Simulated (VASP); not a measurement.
Set up this calculation in VASP 6.6.1, as the native input.

```
Task                   : single point
Functional             : PBE
Potentials or basis    : VASP PAW PBE potentials, release 64 (Ta_pv, F, H)
Cutoff                 : 520 eV
k mesh                 : 5 × 5 × 1
Occupations            : fermi-dirac, width 0.05 eV
Spin                   : no spin polarisation
Dipole correction      : yes
Further INCAR settings : ALGO = Normal; EDIFF = 1e-06; NBANDS = 83
```

The structure of Ta12HF lies in POSCAR:

```
Ta12HF
1.0
    5.7202017150      0.0000000000      0.0000000000
   -1.9067339050      5.3930578966      0.0000000000
    0.0000000000      0.0000000000     23.6006251426
Ta F H
12 1 1
Direct
    0.2500000000      0.2500000000      0.3389740717
    0.2500000000      0.7500000000      0.3389740717
    0.7500000000      0.2500000000      0.3389740717
    0.7500000000      0.7500000000      0.3389740717
    0.5000000000      0.5000000000      0.4379232545
    0.5000000000      0.0000000000      0.4379232545
    0.0000000000      0.5000000000      0.4379232545
    0.0000000000      0.0000000000      0.4379232545
    0.7500000000      0.7500000000      0.5368724373
    0.7500000000      0.2500000000      0.5368724373
    0.2500000000      0.7500000000      0.5368724373
    0.2500000000      0.2500000000      0.5368724373
    1.0000000000      0.5000000000      0.6567887524
    1.0000000000      0.5000000000      0.6173787794
```

The input as run:

INCAR

```
PREC = Accurate
ENCUT = 520
EDIFF = 1E-6
ISMEAR = -1
SIGMA = 0.05
LREAL = False
LASPH = True
NELM = 100
ALGO = Normal
ISIF = 2
LWAVE = False
LCHARG = False
LDIPOL = True
IDIPOL = 3
DIPOL = 0.5 0.5 0.466
GGA = PE
NBANDS = 83
```

KPOINTS

```
regular mesh
0
Gamma
  5 5 1
```

Potentials or basis: VASP PAW PBE potentials, release 64 (Ta_pv, F, H).

Run with:

```sh
$ cat potpaw_PBE.64/Ta_pv/POTCAR potpaw_PBE.64/F/POTCAR potpaw_PBE.64/H/POTCAR > POTCAR
$ mpirun -np 1 vasp_std > vasp.out
```

It gave:

```yaml
Largest_force: 2.506 eV/Å
Band_gap_on_the_k_mesh: zero (bands 70 and 71 overlap by 0.72 eV)
```

Caveat: spin-orbit coupling is left out, which moves the levels of the heavy elements.

Wall time 21 min on 1 thread of Intel(R) Xeon(R) 6975P-C (Granite Rapids) (shared host), peak memory 0.99 GiB.
